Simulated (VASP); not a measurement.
# SiB6 (P6/mmm) in VASP: a series of runs

SiB6 is run at these levels: PBE; tasks: single point.

Everything below comes from runs of VASP 6.6.1. Logs are shortened: lines on timing, memory, paths and dates and some standing lists are left out, and cuts for length are marked.

### 1 The cell of the first run

Symmetry: P6/mmm, No. 191, hexagonal system. The conventional cell has a = 3.713 Å, b = 3.713 Å, c = 4.438 Å, α = 90.00°, β = 90.00°, γ = 120.00°. Si (site symmetry 6/mmm) has 12 B at 2.29 Å within 3.0 Å. Within 2.3 Å of B (site symmetry 2mm) lie 5 B at 1.76 to 1.86 Å and 2 Si at 2.29 Å.

### 2 Single point, PBE

INCAR reads:

```
ALGO = Normal
EDIFF = 1E-6
ENCUT = 500
GGA = PE
GGA_COMPAT = F
ISIF = 2
ISMEAR = 0
LASPH = T
LCHARG = F
LREAL = F
LWAVE = F
NBANDS = 20
NELM = 120
PREC = Accurate
SIGMA = 0.2
```

KPOINTS reads:

```
k-points
0
Gamma
  5 5 3
```

POSCAR reads:

```
SiB6
1.0
    3.7127214927      0.0000000027      0.0000000000
   -1.8563607487      3.2153111285      0.0000000000
    0.0000000000      0.0000000000      4.4380511502
Si B
1 6
Direct
    0.0000000000      0.0000000000      0.0000000000
    0.5000000000      0.0000000000      0.3017707119
    0.0000000000      0.5000000000      0.3017707119
    0.5000000000      0.5000000000      0.3017707119
    0.0000000000      0.5000000000      0.6982292881
    0.5000000000      0.0000000000      0.6982292881
    0.5000000000      0.5000000000      0.6982292881
```

Potentials or basis: VASP PAW PBE potentials, release 64 (Si, B).

The run is started by

```
$ cat potpaw_PBE.64/Si/POTCAR potpaw_PBE.64/B/POTCAR > POTCAR
$ mpirun -np 1 vasp_std > vasp.out
```

OUTCAR:

```text
EDIFF = 1E-6
   ENCUT = 500
   GGA = PE
   ISIF = 2
   ISMEAR = 0
   LASPH = T
   LREAL = F
   NELM = 120
   PREC = Accurate

 ion  position               nearest neighbor table
   1  0.000  0.000  0.000-   4 2.29   7 2.29   4 2.29   7 2.29   2 2.29   6 2.29   6 2.29   2 2.29
                             3 2.29   5 2.29   3 2.29   5 2.29
   2  0.500  0.000  0.302-   6 1.76   3 1.86   3 1.86   4 1.86   4 1.86   1 2.29   1 2.29
   3  0.000  0.500  0.302-   5 1.76   2 1.86   2 1.86   4 1.86   4 1.86   1 2.29   1 2.29
   4  0.500  0.500  0.302-   7 1.76   3 1.86   3 1.86   2 1.86   2 1.86   1 2.29   1 2.29
   5  0.000  0.500  0.698-   3 1.76   6 1.86   6 1.86   7 1.86   7 1.86   1 2.29   1 2.29
   6  0.500  0.000  0.698-   2 1.76   5 1.86   5 1.86   7 1.86   7 1.86   1 2.29   1 2.29
   7  0.500  0.500  0.698-   4 1.76   5 1.86   5 1.86   6 1.86   6 1.86   1 2.29   1 2.29

  LATTYP: Found a hexagonal cell.
 ALAT       =     3.7127214927
 C/A-ratio  =     1.1953633363

  Lattice vectors:

 A1 = (   3.7127214927,   0.0000000027,   0.0000000000)
 A2 = (  -1.8563607487,   3.2153111285,   0.0000000000)
 A3 = (   0.0000000000,   0.0000000000,   4.4380511502)

Analysis of symmetry for initial positions (statically):
=====================================================================
 Subroutine PRICEL returns:
 Original cell was already a primitive cell.

 Routine SETGRP: Setting up the symmetry group for a
 hexagonal supercell.

 Subroutine GETGRP returns: Found 24 space group operations
 (whereof 24 operations were pure point group operations)
 out of a pool of 24 trial point group operations.

The static configuration has the point symmetry D_6h.

Analysis of symmetry for dynamics (positions and initial velocities):
=====================================================================
 Subroutine PRICEL returns:
 Original cell was already a primitive cell.

 Routine SETGRP: Setting up the symmetry group for a
 hexagonal supercell.

 Subroutine GETGRP returns: Found 24 space group operations
 (whereof 24 operations were pure point group operations)
 out of a pool of 24 trial point group operations.

The dynamic configuration has the point symmetry D_6h.

 Subroutine INISYM returns: Found 24 space group operations
 (whereof 24 operations are pure point group operations),
 and found     1 'primitive' translations

----------------------------------------------------------------------------------------

                                     Primitive cell

  volume of cell :      52.9795

  direct lattice vectors                    reciprocal lattice vectors
     3.712721493  0.000000003  0.000000000     0.269344200  0.155505947  0.000000000
    -1.856360749  3.215311128  0.000000000    -0.000000000  0.311011893  0.000000000
     0.000000000  0.000000000  4.438051150     0.000000000  0.000000000  0.225324127

  length of vectors
     3.712721493  3.712721493  4.438051150     0.311011893  0.311011893  0.225324127

  position of ions in fractional coordinates (direct lattice)
     0.000000000  0.000000000  0.000000000
     0.500000000  1.000000000  0.301770712
     0.000000000  0.500000000  0.301770712
     0.500000000  0.500000000  0.301770712
     0.000000000  0.500000000  0.698229288
     0.500000000  1.000000000  0.698229288
     0.500000000  0.500000000  0.698229288

  ion indices of the primitive-cell ions
   primitive index   ion index
                 1           1
                 2           2
                 3           3
                 4           4
                 5           5
                 6           6
                 7           7

----------------------------------------------------------------------------------------

 KPOINTS: k-points

Automatic generation of k-mesh.
 Grid dimensions read from file:
 generate k-points for:    5    5    3

 Generating k-lattice:

  Cartesian coordinates                     Fractional coordinates (reciprocal lattice)
     0.053868840  0.031101189  0.000000000     0.200000000  0.000000000  0.000000000
    -0.000000000  0.062202379  0.000000000    -0.000000000  0.200000000  0.000000000
     0.000000000  0.000000000  0.075108042     0.000000000  0.000000000  0.333333333

  Length of vectors
     0.062202379  0.062202379  0.075108042

  Shift w.r.t. Gamma in fractional coordinates (k-lattice)
     0.000000000  0.000000000  0.000000000

 Subroutine IBZKPT returns following result:
 ===========================================

 Found     10 irreducible k-points:

 Following reciprocal coordinates:
            Coordinates               Weight
  0.000000  0.000000  0.000000      1.000000
  0.200000 -0.000000  0.000000      6.000000
  0.400000 -0.000000  0.000000      6.000000
  0.200000  0.200000  0.000000      6.000000
  0.400000  0.200000  0.000000      6.000000
  0.000000  0.000000  0.333333      2.000000
  0.200000 -0.000000  0.333333     12.000000
  0.400000 -0.000000  0.333333     12.000000
  0.200000  0.200000  0.333333     12.000000
  0.400000  0.200000  0.333333     12.000000
   k-points           NKPTS =     10   k-points in BZ     NKDIM =     10   number of bands    NBANDS=     20
   number of dos      NEDOS =    301   number of ions     NIONS =      7
   total plane-waves  NPLWV =  25088
   dimension x,y,z NGX =    28 NGY =   28 NGZ =   32
   dimension x,y,z NGXF=    56 NGYF=   56 NGZF=   64
   ions per type =               1   6
   NGX,Y,Z   is equivalent  to a cutoff of  12.54, 12.54, 11.99 a.u.
   NGXF,Y,Z  is equivalent  to a cutoff of  25.08, 25.08, 23.97 a.u.
 SYSTEM =  unknown system
   PREC   = accura    normal or accurate (medium, high low for compatibility)
   ISTART =      0    job   : 0-new  1-cont  2-samecut
   ICHARG =      2    charge: 1-file 2-atom 10-const
   ISPIN  =      1    spin polarized calculation?
   LNONCOLLINEAR =      F non collinear calculations
   LSORBIT =      F    spin-orbit coupling
   LASPH  =      T    aspherical Exc in radial PAW
   ENCUT  =  500.0 eV  36.75 Ry    6.06 a.u.   6.77  6.77  8.09*2*pi/ulx,y,z
   NELM   =    120;   NELMIN=  2; NELMDL= -5     # of ELM steps
   EDIFF  = 0.1E-05   stopping-criterion for ELM
   LREAL  =      F    real-space projection
   EDIFFG = 0.1E-04   stopping-criterion for IOM
   NSW    =      0    number of steps for IOM
   IBRION =     -1    ionic relax: 0-MD 1-quasi-New 2-CG
   NFREE  =      0    steps in history (QN), initial steepest desc. (CG)
   ISIF   =      2    stress and relaxation
   ISYM   =      2    0-nonsym 1-usesym 2-fastsym
   POTIM  = 0.5000    time-step for ionic-motion
   TEBEG  =    0.0;   TEEND  =   0.0 temperature during run
   PSTRESS=    0.0 pullay stress
   NELECT =      22.0000    total number of electrons
   NUPDOWN=      -1.0000    fix difference up-down
   EMIN   =  10.00;   EMAX   =-10.00  energy-range for DOS
   EFERMI =   0.00;   METHOD = LEGACY
   ISMEAR =     0;   SIGMA  =   0.20  broadening in eV -4-tet -1-fermi 0-gaus
   EFERMI_NEDOS =   21; number of points for ismear=-14 and -15
   IALGO  =     38    algorithm
   IMIX   =      4    mixing-type and parameters
     AMIX     =   0.40;   BMIX     =  1.00
     AMIX_MAG =   1.60;   BMIX_MAG =  1.00
  volume/ion in A,a.u.               =       7.57        51.07
  Fermi-wavevector in a.u.,A,eV,Ry     =   1.221368  2.308051 20.296348  1.491740
  Thomas-Fermi vector in A             =   2.356553
   LORBIT       =      0    0 simple, 1 ext, 2 COOP (PROOUT), +10 PAW based schemes
   GGA     = PE    functional components
   LHFCALC =     F    Hartree Fock is set to
   AEXX    =    0.0000 exact exchange contribution
   IVDW    =     0    specifies the selected vdW correction
   LEPSILON=     F    determine dielectric tensor
   LRPA    =     F    only Hartree local field effects (RPA)
 non-spin polarized calculation
 Gauss-broadening in eV      SIGMA  =   0.20
  energy-cutoff  :      500.00
  volume of cell :       52.98
 maximum number of plane-waves:      1351
 NGX is ok and might be reduce to    28
   NGX = 13   NGY = 13   NGZ = 17

 number of electron      21.9999998 magnetization

 Free energy of the ion-electron system (eV)
  ---------------------------------------------------
  ext. energy  EPLUGINS =         0.00000000
  ---------------------------------------------------
  free energy    TOTEN  =       -40.24856797 eV

  energy without entropy =      -40.22121369  energy(sigma->0) =      -40.23489083

 E-fermi :   8.7370     XC(G=0): -12.0758

 val. band max:        8.5286706953   @ k =   0.2000  -0.0000   0.0000
 cond. band min:       8.9422071255   @ k =   0.0000   0.0000   0.0000
 fundamental gap:      0.4135364302
 Fermi energy:         8.7369773181

 k-point     1 :       0.0000    0.0000    0.0000
  band No.  band energies     occupation
      1      -7.8195      2.00000
      2      -1.6841      2.00000
      3      -1.5444      2.00000
      4       0.3590      2.00000
      5       2.9188      2.00000
      6       2.9188      2.00000
[... 12 lines left out ...]
     19      13.1325      0.00000
     20      16.4457      0.00000

 k-point     2 :       0.2000   -0.0000    0.0000
  band No.  band energies     occupation
      1      -7.3523      2.00000
      2      -1.2945      2.00000
      3      -1.2692      2.00000
      4      -0.8057      2.00000
      5       1.5704      2.00000
      6       2.2658      2.00000
[... 12 lines left out ...]
     19      15.3100      0.00000
     20      17.1438      0.00000
[... 143 lines left out ...]
      3      -1.8924      2.00000
      4      -0.4132      2.00000
      5       0.7732      2.00000
      6       1.6178      2.00000
[... 12 lines left out ...]
     19      16.8882      0.00000
     20      17.1360      0.00000

 k-point    10 :       0.4000    0.2000    0.3333
  band No.  band energies     occupation
      1      -4.3040      2.00000
      2      -3.7150      2.00000
      3      -2.0732      2.00000
      4      -1.7697      2.00000
      5      -0.7364      2.00000
      6       0.8498      2.00000
[... 12 lines left out ...]
     19      17.1183      0.00000
     20      17.7841      0.00000

------------------------ aborting loop because EDIFF is reached ----------------------------------------

  FORCE on cell =-STRESS in cart. coord.  units (eV):
  Direction    XX          YY          ZZ          XY          YZ          ZX
  --------------------------------------------------------------------------------------
  -------------------------------------------------------------------------------------
  Total       -0.0656471     -0.0656471      0.0149074      0.0000000      0.0000000      0.0000000
  in kB       -1.9852660     -1.9852660      0.4508229      0.0000000      0.0000000      0.0000000
  external PRESSURE =      -1.1732364 kB  Pullay stress =       0.0000000 kB

 VOLUME and BASIS-vectors are now :
 -----------------------------------------------------------------------------
  energy-cutoff  :      500.00
  volume of cell :       52.98
      direct lattice vectors                 reciprocal lattice vectors
     3.712721493  0.000000003  0.000000000     0.269344200  0.155505947  0.000000000
    -1.856360749  3.215311128  0.000000000    -0.000000000  0.311011893  0.000000000
     0.000000000  0.000000000  4.438051150     0.000000000  0.000000000  0.225324127

 POSITION                                       TOTAL-FORCE (eV/Angst)
 -----------------------------------------------------------------------------------
      0.00000      0.00000      0.00000        -0.000000      0.000000      0.000000
      1.85636      0.00000      1.33927         0.000000      0.000000     -0.014385
     -0.92818      1.60766      1.33927         0.000000     -0.000000     -0.014385
      0.92818      1.60766      1.33927         0.000000     -0.000000     -0.014385
     -0.92818      1.60766      3.09878        -0.000000     -0.000000      0.014385
      1.85636      0.00000      3.09878        -0.000000     -0.000000      0.014385
      0.92818      1.60766      3.09878         0.000000      0.000000      0.014385
 -----------------------------------------------------------------------------------
    total drift:                                0.000000      0.000000     -0.000000

  FREE ENERGIE OF THE ION-ELECTRON SYSTEM (eV)
  ---------------------------------------------------
  free  energy   TOTEN  =       -40.2485679747 eV

  energy  without entropy=      -40.2212136891  energy(sigma->0) =      -40.23489083
```

It took 16 s on 1 thread of Intel Xeon 8259CL, shared host; peak memory 0.15 GiB.

What came out:

| Property | Result |
| --- | --- |
| Free energy | -40.2486 eV |
| Pressure | -0.1 GPa |
| Largest force | 0.014 eV/Å |
| Band gap on the k mesh | zero (band 11 reaches 9.90 eV, above the bottom of band 12 at 8.09 eV) |

Forces on the atoms (eV/Å):
```
Si   0.000  0.000  0.000
B    0.000  0.000 -0.014
B    0.000  0.000 -0.014
B    0.000  0.000 -0.014
B    0.000  0.000  0.014
B    0.000  0.000  0.014
B    0.000  0.000  0.014
```

Caveat: the k points lie up to 0.47 Å⁻¹ apart.

### 3 Single point, PBE

This run uses another cell than the first one, of 9.64 Å³/atom, 1.274 times its volume.

Edit INCAR of step 2 so:

```diff
@@ -8,4 +8,6 @@
 LASPH = T
-LCHARG = F
+LCHARG = T
+LELF = T
 LREAL = F
+LVHAR = T
 LWAVE = F
```

KPOINTS is that of step 2.

POSCAR reads:

```
SiB6
1.0
    4.6605121325      0.0000000000      0.0000000000
   -2.3302560662      4.0361219014      0.0000000000
    0.0000000000      0.0000000000      3.5874151095
Si B
1 6
Direct
    0.0000000000      0.0000000000      0.0000000000
    0.4157812632      0.2078923911      0.5000000000
    0.7921076089      0.2078888721      0.5000000000
    0.7921111279      0.5842187368      0.5000000000
    0.2078923911      0.4157812632      0.5000000000
    0.2078888721      0.7921076089      0.5000000000
    0.5842187368      0.7921111279      0.5000000000
```

Potentials or basis: VASP PAW PBE potentials, release 64 (Si, B).

The run is started by

```
$ cat potpaw_PBE.64/Si/POTCAR potpaw_PBE.64/B/POTCAR > POTCAR
$ mpirun -np 1 vasp_std > vasp.out
```

Wall time 23 s (1 thread of Intel Xeon 8259CL, shared host); peak memory 0.17 GiB.

The run converged. Its results:

```
Free energy            : -41.2423 eV
Pressure               : 0.0 GPa
Largest force          : 0.007 eV/Å
Band gap on the k mesh : zero (band 11 reaches 7.49 eV, above the bottom of band 12 at 4.92 eV)
```

Forces on the atoms (eV/Å):
```
Si   0.000  0.000  0.000
B    0.006  0.004  0.000
B   -0.006  0.004  0.000
B    0.000 -0.007  0.000
B    0.000  0.007  0.000
B    0.006 -0.004  0.000
B   -0.006 -0.004  0.000
```

Levels at points of the mesh, in eV from the Fermi level:
```csv
k point,band 7,band 8,band 9,band 10,band 11,band 12,band 13,band 14,band 15,band 16
"(0.00, 0.00, 0.00)",-7.19,-5.18,-1.35,1.71,1.71,2.22,3.17,4.19,4.19,4.33
```

Caveat: the k points lie up to 0.58 Å⁻¹ apart.
